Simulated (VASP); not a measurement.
Set up this calculation in VASP 6.6.1, as the native input.

```yaml
Task: single point
Functional: LDA
Potentials_or_basis: VASP PAW LDA potentials, release 64 (Sn_d, O)
Cutoff: 520 eV
k_mesh: 6 × 6 × 8
Occupations: gaussian, width 0.05 eV
Spin: no spin polarisation
Dipole_correction: no
Further_INCAR_settings: ALGO = Normal; EDIFF = 1e-06; NBANDS = 35
```

The structure of SnO2 lies in POSCAR:

```
SnO2
1.0
    4.6094272255      0.0000000000      0.0000000000
    0.0000000000      4.6099934723      0.0000000000
    0.0000000000      0.0000000000      3.1141542057
Sn O
2 4
Direct
    0.5000000000      0.5000000000      0.5000000000
    0.0000000000      0.0000000000      0.0000000000
    0.3059833077      0.2802382207      0.0000000000
    0.8059833077      0.2197617793      0.5000000000
    0.1940166923      0.7802382207      0.5000000000
    0.6940166923      0.7197617793      0.0000000000
```

The input as run:

INCAR

```
PREC = Accurate
ENCUT = 520
EDIFF = 1E-6
ISMEAR = 0
SIGMA = 0.05
LREAL = False
LASPH = True
NELM = 100
ALGO = Normal
ISIF = 2
LWAVE = False
LCHARG = True
LELF = True
LVHAR = True
NBANDS = 35
```

KPOINTS

```
Automatic mesh
0
Gamma
  6 6 8
```

Potentials or basis: VASP PAW LDA potentials, release 64 (Sn_d, O).

Launch:

```bash
$ cat potpaw_LDA.64/Sn_d/POTCAR potpaw_LDA.64/O/POTCAR > POTCAR
$ mpirun -np 1 vasp_std > vasp.out
```

Results of the run:

```json
{
  "Pressure": "19.1 GPa",
  "Largest force": "2.195 eV/Å",
  "Band gap on the k mesh": "1.89 eV, direct"
}
```

Caveat: spin-orbit coupling is left out, which moves the levels of the heavy elements; forces of over 1 eV/Å act on the atoms, so gaps and moduli don't describe the material at rest.

It took 3.7 min on 1 thread of Intel Xeon 8259CL, on a shared host, peak memory 0.25 GiB.
